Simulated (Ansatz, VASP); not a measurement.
**H: VASP beside Ansatz**

```
H
1.0
     9.00000    0.00000    0.00000
     0.00000    9.50000    0.00000
     0.00000    0.00000   10.00000
H
2
Direct
  0.50000 0.50000 0.46178
  0.50000 0.50000 0.53822
```

Alike in both runs: functional LDA; k mesh 1 × 1 × 1; occupations gaussian, width 0.02 eV; no spin polarisation.

Ansatz relaxed the structure, and its values are those at the end. VASP's run is a single point on that final structure, the one shown.

|  | VASP | Ansatz |
| --- | --- | --- |
| version | VASP 6.6.1 | Ansatz 0.2.0 |
| potentials or method | VASP PAW LDA potentials, release 64 (H), cutoff 520 eV | plane waves, PAW |
| valence electrons in the cell | 2 | 2 |

|  | VASP | Ansatz | Ansatz less VASP |
| --- | --- | --- | --- |
| rms of the force components (eV/Å) | 0.026 | 0.017 | -0.0085 |

LDA's correlation is that of Perdew and Zunger in VASP and of Perdew and Wang (1992) in Ansatz.
